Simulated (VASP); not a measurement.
# TlPbF3 in VASP: notebook, part 2 of 2

VASP 6.6.1. Earlier steps stand in the parts before.

### 3 Single point, r2SCAN (strain +4.0%)

File POSCAR:

```
TlPbF3
1.0
    4.9693183098      0.0000000000      0.0000000000
    0.0000000000      4.9693183098      0.0000000000
    0.0000000000      0.0000000000      4.9693183098
Tl Pb F
1 1 3
Direct
    0.0000000000      0.0000000000      0.0000000000
    0.5000000000      0.5000000000      0.5000000000
    0.5000000000      0.5000000000      0.0000000000
    0.5000000000      0.0000000000      0.5000000000
    0.0000000000      0.5000000000      0.5000000000
```

File INCAR.step1:

```
SYSTEM = TlPbF3
ALGO = Normal
EDIFF = 1E-4
ENCUT = 520
GGA = PE
ISMEAR = 0
LASPH = .TRUE.
LCHARG = .FALSE.
LREAL = .FALSE.
LWAVE = .TRUE.
NBANDS = 32
NELM = 100
PREC = Accurate
SIGMA = 0.01
```

File INCAR.step2:

```
SYSTEM = TlPbF3
ALGO = Normal
EDIFF = 1E-7
ENCUT = 520
ISIF = 2
ISMEAR = 0
ISTART = 1
LASPH = .TRUE.
LCHARG = .FALSE.
LMIXTAU = .TRUE.
LREAL = .FALSE.
LWAVE = .FALSE.
METAGGA = R2SCAN
NBANDS = 32
NELM = 100
PREC = Accurate
SIGMA = 0.01
```

File KPOINTS:

```
k-points
0
G
  6 6 6
  0 0 0
```

Potentials or basis: VASP PAW PBE potentials, release 64 (Tl_d, Pb_d, F).

Launch:

```bash
$ cat potpaw_PBE.64/Tl_d/POTCAR potpaw_PBE.64/Pb_d/POTCAR potpaw_PBE.64/F/POTCAR > POTCAR
$ cp INCAR.step1 INCAR
$ mpirun -np 1 vasp_std > vasp.out
$ cp INCAR.step2 INCAR
$ mpirun -np 1 vasp_std > vasp.out
```

OUTCAR:

```text
SYSTEM = TlPbF3
   EDIFF = 1E-7
   ENCUT = 520
   ISIF = 2
   ISMEAR = 0
   ISTART = 1
   LASPH = .TRUE.
   LREAL = .FALSE.
   METAGGA = R2SCAN
   NELM = 100
   PREC = Accurate

 ion  position               nearest neighbor table
   1  0.000  0.000  0.000-
   2  0.500  0.500  0.500-   3 2.48   4 2.48   5 2.48   3 2.48   4 2.48   5 2.48
   3  0.500  0.500  0.000-   2 2.48   2 2.48
   4  0.500  0.000  0.500-   2 2.48   2 2.48
   5  0.000  0.500  0.500-   2 2.48   2 2.48

  LATTYP: Found a simple cubic cell.
 ALAT       =     4.9693183098

  Lattice vectors:

 A1 = (   4.9693183098,   0.0000000000,   0.0000000000)
 A2 = (   0.0000000000,   4.9693183098,   0.0000000000)
 A3 = (   0.0000000000,   0.0000000000,   4.9693183098)

Analysis of symmetry for initial positions (statically):
=====================================================================
 Subroutine PRICEL returns:
 Original cell was already a primitive cell.

 Routine SETGRP: Setting up the symmetry group for a
 simple cubic supercell.

 Subroutine GETGRP returns: Found 48 space group operations
 (whereof 48 operations were pure point group operations)
 out of a pool of 48 trial point group operations.

The static configuration has the point symmetry O_h .

Analysis of symmetry for dynamics (positions and initial velocities):
=====================================================================
 Subroutine PRICEL returns:
 Original cell was already a primitive cell.

 Routine SETGRP: Setting up the symmetry group for a
 simple cubic supercell.

 Subroutine GETGRP returns: Found 48 space group operations
 (whereof 48 operations were pure point group operations)
 out of a pool of 48 trial point group operations.

The dynamic configuration has the point symmetry O_h .

 Subroutine INISYM returns: Found 48 space group operations
 (whereof 48 operations are pure point group operations),
 and found     1 'primitive' translations

----------------------------------------------------------------------------------------

                                     Primitive cell

  volume of cell :     122.7130

  direct lattice vectors                    reciprocal lattice vectors
     4.969318310  0.000000000  0.000000000     0.201234845  0.000000000  0.000000000
     0.000000000  4.969318310  0.000000000     0.000000000  0.201234845  0.000000000
     0.000000000  0.000000000  4.969318310     0.000000000  0.000000000  0.201234845

  length of vectors
     4.969318310  4.969318310  4.969318310     0.201234845  0.201234845  0.201234845

  position of ions in fractional coordinates (direct lattice)
     0.000000000  0.000000000  0.000000000
     0.500000000  0.500000000  0.500000000
     0.500000000  0.500000000  0.000000000
     0.500000000  0.000000000  0.500000000
     0.000000000  0.500000000  0.500000000

  ion indices of the primitive-cell ions
   primitive index   ion index
                 1           1
                 2           2
                 3           3
                 4           4
                 5           5

----------------------------------------------------------------------------------------

 KPOINTS: k-points

Automatic generation of k-mesh.
 Grid dimensions read from file:
 generate k-points for:    6    6    6

 Generating k-lattice:

  Cartesian coordinates                     Fractional coordinates (reciprocal lattice)
     0.033539141  0.000000000  0.000000000     0.166666667  0.000000000  0.000000000
     0.000000000  0.033539141  0.000000000     0.000000000  0.166666667  0.000000000
     0.000000000  0.000000000  0.033539141     0.000000000  0.000000000  0.166666667

  Length of vectors
     0.033539141  0.033539141  0.033539141

  Shift w.r.t. Gamma in fractional coordinates (k-lattice)
     0.000000000  0.000000000  0.000000000

 Subroutine IBZKPT returns following result:
 ===========================================

 Found     20 irreducible k-points:

 Following reciprocal coordinates:
            Coordinates               Weight
  0.000000  0.000000  0.000000      1.000000
  0.166667  0.000000  0.000000      6.000000
  0.333333  0.000000  0.000000      6.000000
  0.500000  0.000000  0.000000      3.000000
  0.166667  0.166667  0.000000     12.000000
  0.333333  0.166667  0.000000     24.000000
[... 12 lines left out ...]
  0.500000  0.500000  0.333333      6.000000
  0.500000  0.500000  0.500000      1.000000
   k-points           NKPTS =     20   k-points in BZ     NKDIM =     20   number of bands    NBANDS=     32
   number of dos      NEDOS =    301   number of ions     NIONS =      5
   total plane-waves  NPLWV =  64000
   dimension x,y,z NGX =    40 NGY =   40 NGZ =   40
   dimension x,y,z NGXF=    80 NGYF=   80 NGZF=   80
   ions per type =               1   1   3
   NGX,Y,Z   is equivalent  to a cutoff of  13.38, 13.38, 13.38 a.u.
   NGXF,Y,Z  is equivalent  to a cutoff of  26.76, 26.76, 26.76 a.u.
 SYSTEM =  TlPbF3
   PREC   = accura    normal or accurate (medium, high low for compatibility)
   ISTART =      1    job   : 0-new  1-cont  2-samecut
   ICHARG =      0    charge: 1-file 2-atom 10-const
   ISPIN  =      1    spin polarized calculation?
   LNONCOLLINEAR =      F non collinear calculations
   LSORBIT =      F    spin-orbit coupling
   LASPH  =      T    aspherical Exc in radial PAW
   ENCUT  =  520.0 eV  38.22 Ry    6.18 a.u.   9.24  9.24  9.24*2*pi/ulx,y,z
   NELM   =    100;   NELMIN=  2; NELMDL=  0     # of ELM steps
   EDIFF  = 0.1E-06   stopping-criterion for ELM
   LREAL  =      F    real-space projection
   EDIFFG = 0.1E-05   stopping-criterion for IOM
   NSW    =      0    number of steps for IOM
   IBRION =     -1    ionic relax: 0-MD 1-quasi-New 2-CG
   NFREE  =      0    steps in history (QN), initial steepest desc. (CG)
   ISIF   =      2    stress and relaxation
   ISYM   =      2    0-nonsym 1-usesym 2-fastsym
   POTIM  = 0.5000    time-step for ionic-motion
   TEBEG  =    0.0;   TEEND  =   0.0 temperature during run
   PSTRESS=    0.0 pullay stress
   NELECT =      48.0000    total number of electrons
   NUPDOWN=      -1.0000    fix difference up-down
   EMIN   =  10.00;   EMAX   =-10.00  energy-range for DOS
   EFERMI =   0.00;   METHOD = LEGACY
   ISMEAR =     0;   SIGMA  =   0.01  broadening in eV -4-tet -1-fermi 0-gaus
   EFERMI_NEDOS =   21; number of points for ismear=-14 and -15
   IALGO  =     38    algorithm
   IMIX   =      4    mixing-type and parameters
     AMIX     =   0.40;   BMIX     =  1.00
     AMIX_MAG =   1.60;   BMIX_MAG =  1.00
  volume/ion in A,a.u.               =      24.54       165.62
  Fermi-wavevector in a.u.,A,eV,Ry     =   1.197269  2.262510 19.503315  1.433453
  Thomas-Fermi vector in A             =   2.333188
   LORBIT       =      0    0 simple, 1 ext, 2 COOP (PROOUT), +10 PAW based schemes
   METAGGA = R2SCAN    functional components
   LHFCALC =     F    Hartree Fock is set to
   AEXX    =    0.0000 exact exchange contribution
   IVDW    =     0    specifies the selected vdW correction
   LEPSILON=     F    determine dielectric tensor
   LRPA    =     F    only Hartree local field effects (RPA)
 non-spin polarized calculation
 Gauss-broadening in eV      SIGMA  =   0.01
  energy-cutoff  :      520.00
  volume of cell :      122.71
 maximum number of plane-waves:      3362
 NGX is ok and might be reduce to    40
   NGX = 19   NGY = 19   NGZ = 19

 number of electron      48.0000006 magnetization

 Free energy of the ion-electron system (eV)
  ---------------------------------------------------
  ext. energy  EPLUGINS =         0.00000000
  ---------------------------------------------------
  free energy    TOTEN  =      -129.40177568 eV

  energy without entropy =     -129.40177568  energy(sigma->0) =     -129.40177568

 E-fermi :   1.2586     XC(G=0):  -8.5905

 val. band max:        1.1478653825   @ k =   0.5000   0.5000   0.5000
 cond. band min:       3.6130554429   @ k =   0.5000   0.5000   0.0000
 fundamental gap:      2.4651900604
 Fermi energy:         1.2586340747

 k-point     1 :       0.0000    0.0000    0.0000
  band No.  band energies     occupation
      1     -21.8640      2.00000
      2     -21.7589      2.00000
      3     -21.7589      2.00000
      4     -15.0107      2.00000
      5     -15.0107      2.00000
      6     -15.0107      2.00000
[... 689 lines left out ...]
     31      13.4855      0.00000
     32      13.4855      0.00000

------------------------ aborting loop because EDIFF is reached ----------------------------------------

  FORCE on cell =-STRESS in cart. coord.  units (eV):
  Direction    XX          YY          ZZ          XY          YZ          ZX
  --------------------------------------------------------------------------------------
  -------------------------------------------------------------------------------------
  Total       -3.2887455     -3.2887455     -3.2887455      0.0000000      0.0000000     -0.0000000
  in kB      -42.9388495    -42.9388495    -42.9388495      0.0000000      0.0000000     -0.0000000
  external PRESSURE =     -42.9388495 kB  Pullay stress =       0.0000000 kB

 VOLUME and BASIS-vectors are now :
 -----------------------------------------------------------------------------
  energy-cutoff  :      520.00
  volume of cell :      122.71
      direct lattice vectors                 reciprocal lattice vectors
     4.969318310  0.000000000  0.000000000     0.201234845  0.000000000  0.000000000
     0.000000000  4.969318310  0.000000000     0.000000000  0.201234845  0.000000000
     0.000000000  0.000000000  4.969318310     0.000000000  0.000000000  0.201234845

 POSITION                                       TOTAL-FORCE (eV/Angst)
 -----------------------------------------------------------------------------------
      0.00000      0.00000      0.00000         0.000000      0.000000      0.000000
      2.48466      2.48466      2.48466         0.000000      0.000000      0.000000
      2.48466      2.48466      0.00000         0.000000      0.000000      0.000000
      2.48466      0.00000      2.48466         0.000000      0.000000      0.000000
      0.00000      2.48466      2.48466         0.000000      0.000000      0.000000
 -----------------------------------------------------------------------------------
    total drift:                               -0.000000      0.000000     -0.000000

  FREE ENERGIE OF THE ION-ELECTRON SYSTEM (eV)
  ---------------------------------------------------
  free  energy   TOTEN  =      -129.4017756760 eV

  energy  without entropy=     -129.4017756760  energy(sigma->0) =     -129.40177568
```

Wall time 2.6 min (1 thread of Intel Xeon Platinum 8559C (Emerald Rapids), shared host); peak memory 0.3 GiB.

Results:

```yaml
Free_energy: -129.4018 eV
Pressure: -4.3 GPa
Band_gap_on_the_k_mesh: 2.47 eV (least direct gap 3.29 eV)
```

Levels at points of the mesh, in eV from the valence-band top:
```tsv
k point	band 20	band 21	band 22	band 23	band 24	band 25	band 26	band 27	band 28	band 29
(0.00, 0.00, 0.00)	-3.15	-3.15	-3.08	-3.08	-3.08	4.34	4.34	4.34	7.57	7.57
(0.50, 0.00, 0.00)	-3.11	-3.08	-3.08	-2.82	-1.80	2.72	4.40	4.40	4.79	6.49
(0.50, 0.50, 0.00)	-3.12	-3.12	-2.92	-2.83	-0.82	2.47	2.47	4.33	5.91	5.91
(0.50, 0.50, 0.50)	-3.18	-2.84	-2.84	-2.84	0.00	3.60	3.60	3.60	4.00	4.00
```

Caveat: the cell differs from its parent crystal (strain +4.0%); the cell stands under tension; the PAW data sets were made with another functional, which shifts forces and pressure a little; spin-orbit coupling is left out, which moves the levels of the heavy elements. A k mesh can miss the band edges.

### 4 Single point, PBE (uniaxial z strain +0.5%)

File INCAR:

```
PREC = Accurate
ENCUT = 520
EDIFF = 1E-6
ISMEAR = -1
SIGMA = 0.02
LREAL = False
LASPH = True
NELM = 100
ALGO = Normal
ISIF = 2
LWAVE = False
LCHARG = False
GGA = PE
NBANDS = 32
```

File KPOINTS:

```
Automatic mesh
0
Gamma
  6 6 6
```

Edit POSCAR of step 3 so:

```diff
@@ -2,5 +2,5 @@
 1.0
-    4.9693183098      0.0000000000      0.0000000000
-    0.0000000000      4.9693183098      0.0000000000
-    0.0000000000      0.0000000000      4.9693183098
+    4.7781906825      0.0000000000      0.0000000000
+    0.0000000000      4.7781906825      0.0000000000
+    0.0000000000      0.0000000000      4.8020816359
 Tl Pb F
```

Launch:

```bash
$ cat potpaw_PBE.64/Tl_d/POTCAR potpaw_PBE.64/Pb_d/POTCAR potpaw_PBE.64/F/POTCAR > POTCAR
$ mpirun -np 1 vasp_std > vasp.out
```

Wall time 45 s (1 thread of Intel Xeon Platinum 8559C (Emerald Rapids), shared host); peak memory 0.28 GiB.

It converged, with:

* Free energy: -21.4672 eV
* Pressure: 1.7 GPa
* Band gap on the k mesh: 1.63 eV (least direct gap 2.59 eV)

Stress tensor (GPa, compression positive):
```
1.84 0.00 0.00
0.00 1.84 0.00
0.00 0.00 1.45
```

Levels at points of the mesh, in eV from the valence-band top:
```csv
k point,band 22,band 23,band 24,band 25,band 26,band 27
"(0.00, 0.00, 0.00)",-3.85,-3.84,-3.84,3.66,3.69,3.69
"(0.50, 0.00, 0.00)",-3.83,-3.38,-2.10,1.87,3.66,3.70
"(0.50, 0.50, 0.00)",-3.55,-3.49,-0.94,1.65,1.65,3.55
"(0.00, 0.00, 0.50)",-3.85,-3.40,-2.13,1.88,3.70,3.70
"(0.50, 0.00, 0.50)",-3.55,-3.47,-0.96,1.63,1.65,3.58
"(0.50, 0.50, 0.50)",-3.55,-3.55,0.00,2.88,2.88,2.89
```

Caveat: the cell differs from its parent crystal (uniaxial z strain +0.5%); spin-orbit coupling is left out, which moves the levels of the heavy elements. A k mesh can miss the band edges.

### 5 Single point, r2SCAN (uniaxial z strain +0.5%)

POSCAR is that of step 4.

File INCAR.step1:

```
SYSTEM = TlPbF3
ALGO = Normal ; EDIFF = 1E-4
ENCUT = 520 ; GGA = PE
ISMEAR = 0 ; LASPH = .True.
LCHARG = .False. ; LREAL = .False.
LWAVE = .True. ; NBANDS = 32
NELM = 80 ; PREC = Accurate
SIGMA = 0.01
```

File INCAR.step2:

```
SYSTEM = TlPbF3
ALGO = Normal ; EDIFF = 1E-7
ENCUT = 520 ; ISIF = 2
ISMEAR = 0 ; ISTART = 1
LASPH = .True. ; LCHARG = .False.
LMIXTAU = .True. ; LREAL = .False.
LWAVE = .False. ; METAGGA = R2SCAN
NBANDS = 32 ; NELM = 80
PREC = Accurate ; SIGMA = 0.01
```

File KPOINTS:

```
k-points
0
Gamma
  6 6 6
  0 0 0
```

Launch:

```bash
$ cat potpaw_PBE.64/Tl_d/POTCAR potpaw_PBE.64/Pb_d/POTCAR potpaw_PBE.64/F/POTCAR > POTCAR
$ cp INCAR.step1 INCAR
$ mpirun -np 1 vasp_std > vasp.out
$ cp INCAR.step2 INCAR
$ mpirun -np 1 vasp_std > vasp.out
```

It took 3.1 min on 1 thread of Intel Xeon Platinum 8559C (Emerald Rapids), shared host; peak memory 0.3 GiB.

Results (log left out):

```
Free energy            : -129.5889 eV
Pressure               : -0.3 GPa
Band gap on the k mesh : 1.87 eV (least direct gap 2.87 eV)
```

Stress tensor (GPa, compression positive):
```
-0.16  0.00  0.00
 0.00 -0.16  0.00
 0.00  0.00 -0.56
```

Levels at points of the mesh, in eV from the valence-band top:
| k point | band 20 | band 21 | band 22 | band 23 | band 24 | band 25 | band 26 | band 27 | band 28 | band 29 |
| --- | --- | --- | --- | --- | --- | --- | --- | --- | --- | --- |
| (0.00, 0.00, 0.00) | -4.20 | -4.20 | -4.13 | -4.12 | -4.12 | 3.96 | 4.00 | 4.00 | 7.72 | 7.72 |
| (0.50, 0.00, 0.00) | -4.16 | -4.12 | -4.10 | -3.59 | -2.18 | 2.10 | 3.98 | 4.01 | 4.76 | 6.42 |
| (0.50, 0.50, 0.00) | -4.17 | -4.08 | -3.83 | -3.69 | -0.97 | 1.89 | 1.89 | 3.87 | 5.88 | 5.88 |
| (0.00, 0.00, 0.50) | -4.17 | -4.12 | -4.12 | -3.61 | -2.22 | 2.11 | 4.01 | 4.01 | 4.73 | 6.49 |
| (0.50, 0.00, 0.50) | -4.14 | -4.08 | -3.82 | -3.67 | -1.00 | 1.87 | 1.89 | 3.90 | 5.85 | 5.90 |
| (0.50, 0.50, 0.50) | -4.07 | -3.83 | -3.83 | -3.83 | 0.00 | 3.12 | 3.12 | 3.13 | 3.67 | 3.71 |

Caveat: the cell differs from its parent crystal (uniaxial z strain +0.5%); the PAW data sets were made with another functional, which shifts forces and pressure a little; spin-orbit coupling is left out, which moves the levels of the heavy elements. A k mesh can miss the band edges.

### 6 The runs side by side

| level | cell | smearing | gap on the mesh (eV) | pressure (GPa) |
| --- | --- | --- | --- | --- |
| r2SCAN | a = 4.898 Å, 5 atoms | gaussian 0.01 eV | 2.25 | -3.0 |
| r2SCAN | a = 4.969 Å, 5 atoms | gaussian 0.01 eV | 2.47 | -4.3 |
| PBE | a = 4.778, b = 4.778, c = 4.802 Å, 5 atoms | fermi-dirac 0.02 eV | 1.63 | 1.7 |
| r2SCAN | a = 4.778, b = 4.778, c = 4.802 Å, 5 atoms | gaussian 0.01 eV | 1.87 | -0.3 |

Alike in all rows: task single point; potentials or basis VASP PAW PBE potentials, release 64 (Tl_d, Pb_d, F); no spin polarisation; k mesh 6 × 6 × 6; cutoff (eV) 520.

Caveats: spin-orbit coupling is left out, which moves the levels of the heavy elements; the PAW data sets were made with another functional, which shifts forces and pressure a little (at least some runs); the cell stands under tension (at least some runs).

Total energies depend on the potentials used, so only differences within one code and one set of settings carry meaning.
